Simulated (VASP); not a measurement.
# P in VASP: notebook, part 2 of 2

VASP 6.6.1. The steps go on from the part before.

## Step 4: Single point, PBE+D3(BJ)

File INCAR:

```
SYSTEM = P
ALGO     = Normal         ! electronic algorithm
DIPOL    = 0.5 0.5 0.500
EDIFF    = 1E-7           ! SCF threshold, eV
ENCUT    = 520            ! plane-wave cutoff, eV
GGA      = PE             ! functional
IDIPOL   = 3            
ISIF     = 2              ! what is computed and relaxed
ISMEAR   = 0              ! smearing method
IVDW     = 12             ! dispersion correction
LASPH    = .TRUE.         ! aspherical terms in the spheres
LCHARG   = .FALSE.        ! write CHGCAR
LDIPOL   = .TRUE.       
LREAL    = .FALSE.        ! projectors in reciprocal space
LWAVE    = .FALSE.        ! write WAVECAR
NBANDS   = 12             ! bands
NELM     = 100            ! most SCF steps
PREC     = Accurate       ! precision mode
SIGMA    = 0.02           ! smearing width, eV
```

File KPOINTS:

```
k-points
0
G
  9 9 1
  0 0 0
```

File POSCAR:

```
P
1.0
    3.3870000000      0.0000000000      0.0000000000
   -1.6935000000      2.9332280426      0.0000000000
    0.0000000000      0.0000000000     28.0000000000
P
2
Direct
    0.3333333333      0.6666666667      0.5285892857
    0.6666666667      0.3333333333      0.4714107143
```

Potentials or basis: VASP PAW PBE potentials, release 64 (P).

Command:

```sh
$ cat potpaw_PBE.64/P/POTCAR > POTCAR
$ mpirun -np 1 vasp_std > vasp.out
```

OUTCAR:

```text
SYSTEM = P
   EDIFF = 1E-7
   ENCUT = 520
   GGA = PE
   ISIF = 2
   ISMEAR = 0
   IVDW = 12
   LASPH = .TRUE.
   LREAL = .FALSE.
   NELM = 100
   PREC = Accurate
 IVDW          = 12

 ion  position               nearest neighbor table
   1  0.333  0.667  0.529-   2 2.53   2 2.53   2 2.53
   2  0.667  0.333  0.471-   1 2.53   1 2.53   1 2.53

  LATTYP: Found a hexagonal cell.
 ALAT       =     3.3870000000
 C/A-ratio  =     8.2669028639

  Lattice vectors:

 A1 = (   3.3870000000,   0.0000000000,   0.0000000000)
 A2 = (  -1.6935000000,   2.9332280426,   0.0000000000)
 A3 = (   0.0000000000,   0.0000000000,  28.0000000000)

Analysis of symmetry for initial positions (statically):
=====================================================================
 Subroutine PRICEL returns:
 Original cell was already a primitive cell.

 Routine SETGRP: Setting up the symmetry group for a
 hexagonal supercell.

 Subroutine GETGRP returns: Found 12 space group operations
 (whereof 12 operations were pure point group operations)
 out of a pool of 24 trial point group operations.

The static configuration has the point symmetry D_3d.

Analysis of symmetry for dynamics (positions and initial velocities):
[... 168 lines left out ...]
     11       1.6179      0.00000
     12       1.9034      0.00000
[... 151 lines left out ...]
 k-point    12 :       0.3333    0.3333    0.0000
  band No.  band energies     occupation
      1     -12.5250      2.00000
      2     -12.5250      2.00000
      3      -7.6780      2.00000
      4      -6.0107      2.00000
      5      -6.0107      2.00000
      6      -2.7603      0.00001
      7      -0.2765      0.00000
      8      -0.2765      0.00000
      9       3.9866      0.00000
     10       5.7818      0.00000
     11       5.7818      0.00000
     12       6.4410      0.00000

------------------------ aborting loop because EDIFF is reached ----------------------------------------

 vacuum level on the upper side and lower side of the slab       (xc-potential included)        -0.010        -0.010

 Edisp (eV)   -0.38284

 E8    (eV) :    -0.1565

  FORCE on cell =-STRESS in cart. coord.  units (eV):
  Direction    XX          YY          ZZ          XY          YZ          ZX
  --------------------------------------------------------------------------------------
  -------------------------------------------------------------------------------------
  Total      -2.27224    -2.27224    -7.12407     0.00000    -0.00000     0.00000
  in kB     -13.08717   -13.08717   -41.03170     0.00000    -0.00000     0.00000
  external pressure =      -22.40 kB  Pullay stress =        0.00 kB

 VOLUME and BASIS-vectors are now :
 -----------------------------------------------------------------------------
  energy-cutoff  :      520.00
  volume of cell :      278.18
      direct lattice vectors                 reciprocal lattice vectors
     3.387000000  0.000000000  0.000000000     0.295246531  0.170460664  0.000000000
    -1.693500000  2.933228043  0.000000000     0.000000000  0.340921328  0.000000000
     0.000000000  0.000000000 28.000000000     0.000000000  0.000000000  0.035714286

 POSITION                                       TOTAL-FORCE (eV/Angst)
 -----------------------------------------------------------------------------------
     -0.00000      1.95549     14.80050         0.000000     -0.000000     -4.444829
      1.69350      0.97774     13.19950        -0.000000      0.000000      4.444829
 -----------------------------------------------------------------------------------
    total drift:                                0.000000     -0.000000      0.000000

  FREE ENERGIE OF THE ION-ELECTRON SYSTEM (eV)
  ---------------------------------------------------
  free  energy   TOTEN  =       -10.1123050647 eV

  energy  without entropy=      -10.1123050351  energy(sigma->0) =      -10.11230505

 vacuum level on the upper side and lower side of the slab         1.473         1.473
```

stdout:

```text
POSCAR found type information on POSCAR P
 POSCAR found :  1 types and       2 ions
 scaLAPACK will be used
 LDA part: xc-table for (Slater+PW92), standard interpolation
 POSCAR, INCAR and KPOINTS ok, starting setup
 FFT: planning ... GRIDC
 FFT: planning ... GRID_SOFT
 FFT: planning ... GRID
 WAVECAR not read
 entering main loop
```

Run time: 85 s. Hardware: 1 thread of Intel Xeon Platinum 8259CL at 2.50GHz (Skylake/Cascade Lake), shared host; peak memory 0.39 GiB.

Results:

```
Free energy                : -10.1123 eV
Largest force              : 4.445 eV/Å
Band gap on the k mesh     : 0.13 eV, indirect (least direct gap 1.98 eV)
Dispersion energy per atom : -0.191 eV
```

Forces in eV/Å, atoms in the order of the input:
```
P    0.000  0.000 -4.445
P    0.000  0.000  4.445
```

## Step 5: Single point, PBE+D3(BJ)

File INCAR:

```
SYSTEM = P
PREC = Accurate
ENCUT = 520
EDIFF = 1E-6
ISMEAR = 0
SIGMA = 0.02
LREAL = .FALSE.
LASPH = .TRUE.
NELM = 60
ALGO = Normal
ISIF = 2
LWAVE = .FALSE.
LCHARG = .TRUE.
LDIPOL = .TRUE.
IDIPOL = 3
DIPOL = 0.5 0.5 0.500
GGA = PE
IVDW = 12
LELF = .TRUE.
LVHAR = .TRUE.
LVACPOTAV = .TRUE.
NBANDS = 12
```

File KPOINTS:

```
Automatic mesh
0
G
  9 9 1
  0 0 0
```

File POSCAR:

```
P
1.0
    3.3870000000      0.0000000000      0.0000000000
   -1.6935000000      2.9332280426      0.0000000000
    0.0000000000      0.0000000000     28.0000000000
P
2
Direct
    0.3333333333      0.6666666667      0.5047678571
    0.6666666667      0.3333333333      0.4952321429
```

Command:

```sh
$ cat potpaw_PBE.64/P/POTCAR > POTCAR
$ mpirun -np 1 vasp_std > vasp.out
```

It took 83 s on 1 thread of Intel Xeon Platinum 8259CL at 2.50GHz (Skylake/Cascade Lake), shared host; peak memory 0.39 GiB.

Results (log left out):

* Free energy: -8.5535 eV
* Largest force: 1.779 eV/Å
* Band gap on the k mesh: zero (band 5 reaches -1.95 eV, above the bottom of band 6 at -3.83 eV)
* Dispersion energy per atom: -0.205 eV

Forces in eV/Å, atoms in the order of the input:
```
P    0.000  0.000  1.779
P    0.000  0.000 -1.779
```

Levels at points of the mesh, in eV from the Fermi level:
```
           k point  band 3  band 4  band 5  band 6  band 7  band 8
(0.00, 0.00, 0.00)   -5.29   -5.29   -0.05    0.62    0.62    1.67
```

## Step 6: Single point, PBE+D3(BJ)

File INCAR:

```
SYSTEM = P
  ALGO = Normal
  DIPOL = 0.5 0.5 0.500
  EDIFF = 1E-6
  ENCUT = 520
  GGA = PE
  IDIPOL = 3
  ISIF = 2
  ISMEAR = 0
  IVDW = 12
  LASPH = .TRUE.
  LCHARG = .FALSE.
  LDIPOL = .TRUE.
  LREAL = .FALSE.
  LWAVE = .FALSE.
  NBANDS = 12
  NELM = 80
  PREC = Accurate
  SIGMA = 0.02
```

File KPOINTS:

```
k-points
0
G
  9 9 1
  0 0 0
```

File POSCAR:

```
P
1.0
    3.3870000000      0.0000000000      0.0000000000
   -1.6935000000      2.9332280426      0.0000000000
    0.0000000000      0.0000000000     28.0000000000
P
2
Direct
    0.3333333333      0.6666666667      0.5143035714
    0.6666666667      0.3333333333      0.4856964286
```

Potentials or basis: VASP PAW PBE potentials, release 64 (P).

Command:

```sh
$ cat potpaw_PBE.64/P/POTCAR > POTCAR
$ mpirun -np 1 vasp_std > vasp.out
```

Wall time 70 s (1 thread of Intel Xeon Platinum 8259CL at 2.50GHz (Skylake/Cascade Lake), shared host); peak memory 0.39 GiB.

The run converged. Its results:

| Property | Result |
| --- | --- |
| Free energy | -10.0680 eV |
| Largest force | 3.257 eV/Å |
| Band gap on the k mesh | zero (band 5 reaches -3.14 eV, above the bottom of band 6 at -3.71 eV) |
| Dispersion energy per atom | -0.202 eV |

Forces in eV/Å, atoms in the order of the input:
```
P    0.000  0.000  3.257
P    0.000  0.000 -3.257
```

Levels at points of the mesh, in eV from the Fermi level:
```tsv
k point	band 1	band 2	band 3	band 4	band 5	band 6	band 7	band 8	band 9	band 10
(0.00, 0.00, 0.00)	-16.28	-6.62	-3.67	-3.67	-0.02	0.46	1.49	1.49	4.19	4.57
```
